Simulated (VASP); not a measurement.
**H3CNO: single point with PBE+D3(BJ)**

The system is H3CNO.

```
N H O C
1.0
     7.96022    0.00000    0.00000
     0.00000    7.96022    0.00000
     0.00000    0.00000    7.96022
N H O C
4 12 4 4
Direct
  0.85513 0.44251 0.78056
  0.58212 0.70630 0.85929
  0.94638 0.12095 0.13766
  0.57262 0.90727 0.47126
  0.73877 0.39307 0.75856
  0.92214 0.41623 0.67376
  0.91574 0.37417 0.87230
  0.59679 0.78260 0.95560
  0.69960 0.65837 0.83787
  0.55009 0.78044 0.75895
  0.93829 0.01313 0.07962
  0.96951 0.09534 0.26328
  0.83000 0.16741 0.12821
  0.61481 0.02757 0.46083
  0.65532 0.83779 0.39057
  0.45530 0.90156 0.42222
  0.39677 0.26625 0.99155
  0.29673 0.48877 0.60236
  0.11503 0.88503 0.69004
  0.22668 0.61364 0.16684
  0.36002 0.19757 0.11228
  0.41374 0.41053 0.61518
  0.20032 0.83680 0.79302
  0.12472 0.70694 0.19126
```

- Program: VASP 6.6.1
- Task: single point
- Functional: PBE
- Dispersion: D3(BJ)
- Potentials or basis: VASP PAW PBE potentials, release 64 (N, H, O, C)
- Cutoff: 520 eV
- k mesh: 1 × 1 × 1
- Occupations: fermi-dirac, width 0.05 eV
- Spin: no spin polarisation

- Pressure: 0.7 GPa
- Largest force: 3.123 eV/Å
- Dispersion energy per atom: -0.027 eV

Forces in eV/Å, atoms in the order of the input:
```
N    0.573 -0.216 -0.188
N   -0.125 -0.818 -1.108
N    0.802  1.305  1.383
N    1.589 -1.048 -0.738
H   -0.058 -0.139  0.275
H    0.008  0.194  0.012
H   -0.410  0.057 -0.072
H   -0.063  1.064  1.423
H    0.047 -0.129 -0.273
H    0.219 -0.079 -0.057
H    0.198 -2.036 -0.945
H   -0.144  0.132 -0.656
H   -0.882  0.630  0.172
H   -0.181  0.228  0.050
H   -1.281  0.775  1.036
H   -0.199  0.059 -0.319
O   -0.056 -0.051  0.038
O   -1.877  1.164 -0.226
O   -0.876  0.498 -1.166
O    2.268 -2.094 -0.478
C    0.041 -0.006 -0.006
C    1.899 -1.168  0.200
C    0.780 -0.393  1.131
C   -2.270  2.071  0.513
```

Stress tensor (GPa, compression positive):
```
 0.95 -1.00  0.27
-1.00  1.23  0.39
 0.27  0.39  0.07
```

Levels at points of the mesh, in eV from the Fermi level:
| k point | band 33 | band 34 | band 35 | band 36 | band 37 | band 38 | band 39 | band 40 |
| --- | --- | --- | --- | --- | --- | --- | --- | --- |
| (0.00, 0.00, 0.00) | -2.37 | -2.22 | -2.03 | -1.24 | 2.00 | 2.09 | 2.23 | 2.33 |

Run time: 32 s on 1 thread of Intel(R) Xeon(R) 6975P-C (Granite Rapids), with other jobs on the host, peak memory 0.45 GiB.

Caveat: the k points lie up to 0.79 Å⁻¹ apart.
